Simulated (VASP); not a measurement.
A run of VASP 6.6.1:

Contents of INCAR:

```
PREC     = Accurate       # precision mode
ENCUT    = 600            # plane-wave cutoff, eV
EDIFF    = 1E-6           # SCF threshold, eV
ISMEAR   = 0              # smearing method
SIGMA    = 0.1            # smearing width, eV
LREAL    = F              # projectors in reciprocal space
LASPH    = T              # aspherical terms in the spheres
NELM     = 80             # most SCF steps
ALGO     = Normal         # electronic algorithm
ISIF     = 3              # what is computed and relaxed
LWAVE    = F              # write WAVECAR
LCHARG   = F              # write CHGCAR
GGA      = PE             # functional
IBRION   = 2              # ionic algorithm
NSW      = 80             # ionic steps
EDIFFG   = -0.05          # ionic threshold
```

KPOINTS

```
regular mesh
0
Gamma
  8 8 8
```

Contents of POSCAR:

```
TiO2
1.0
    0.0000000000      2.4772402662      2.4772402662
    2.4772402662      0.0000000000      2.4772402662
    2.4772402662      2.4772402662      0.0000000000
Ti O
1 2
Direct
    0.0000000000      0.0000000000      0.0000000000
    0.2500000000      0.2500000000      0.2500000000
    0.7500000000      0.7500000000      0.7500000000
```

Potentials or basis: VASP PAW PBE potentials, release 64 (Ti_sv, O).

Launch:

```sh
$ cat potpaw_PBE.64/Ti_sv/POTCAR potpaw_PBE.64/O/POTCAR > POTCAR
$ mpirun -np 1 vasp_std > vasp.out
```

Hardware: 1 thread of Intel(R) Xeon(R) Platinum 8259CL CPU @ 2.50GHz (Skylake/Cascade Lake), on a shared host.

Problem. Estimate the wall time of this run.

Solution. Wall time 64 s on 1 thread of Intel(R) Xeon(R) Platinum 8259CL CPU @ 2.50GHz (Skylake/Cascade Lake), on a shared host, peak memory 0.17 GiB. Counts: scf iterations 39, k points 29, ion steps 3.
